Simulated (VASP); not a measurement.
Write the native input for VASP 6.6.1 that does the following.

| Item | Value |
| --- | --- |
| Task | single point |
| Functional | LDA |
| Potentials or basis | VASP PAW LDA potentials, release 64 (Ba_sv, Ti_sv, O) |
| Cutoff | 520 eV |
| k mesh | 9 × 9 × 9 |
| Occupations | gaussian, width 0.1 eV |
| Spin | no spin polarisation |
| Dipole correction | no |
| Further INCAR settings | ALGO = Normal; EDIFF = 1e-06; NBANDS = 28 |

The structure of BaTiO3 lies in POSCAR:

```
BaTiO3
1.0
    3.9998000000      0.0000000000      0.0000000000
    0.0000000000      3.9998000000      0.0000000000
    0.0000000000      0.0000000000      4.0180000000
Ba Ti O
1 1 3
Direct
    0.0000000000      0.0000000000      0.0000000000
    0.5000000000      0.5000000000      0.4900000000
    0.0000000000      0.5000000000      0.5170000000
    0.5000000000      0.0000000000      0.5170000000
    0.5000000000      0.5000000000      0.0190000000
```

The input as run:

INCAR

```
PREC = Accurate
ENCUT = 520
EDIFF = 1E-6
ISMEAR = 0
SIGMA = 0.1
LREAL = F
LASPH = T
NELM = 100
ALGO = Normal
ISIF = 2
LWAVE = F
LCHARG = F
NBANDS = 28
```

KPOINTS

```
Automatic mesh
0
Gamma
  9 9 9
```

Potentials or basis: VASP PAW LDA potentials, release 64 (Ba_sv, Ti_sv, O).

Command:

```bash
$ cat potpaw_LDA.64/Ba_sv/POTCAR potpaw_LDA.64/Ti_sv/POTCAR potpaw_LDA.64/O/POTCAR > POTCAR
$ mpirun -np 1 vasp_std > vasp.out
```

Results of the run:

```
Pressure               : -6.5 GPa
Largest force          : 0.364 eV/Å
Band gap on the k mesh : 1.75 eV, indirect (least direct gap 1.97 eV)
```

Caveat: spin-orbit coupling is left out, which moves the levels of the heavy elements.

Wall time 66 s on 1 thread of Intel(R) Xeon(R) 6975P-C (Granite Rapids), with other jobs on the host, peak memory 0.25 GiB.
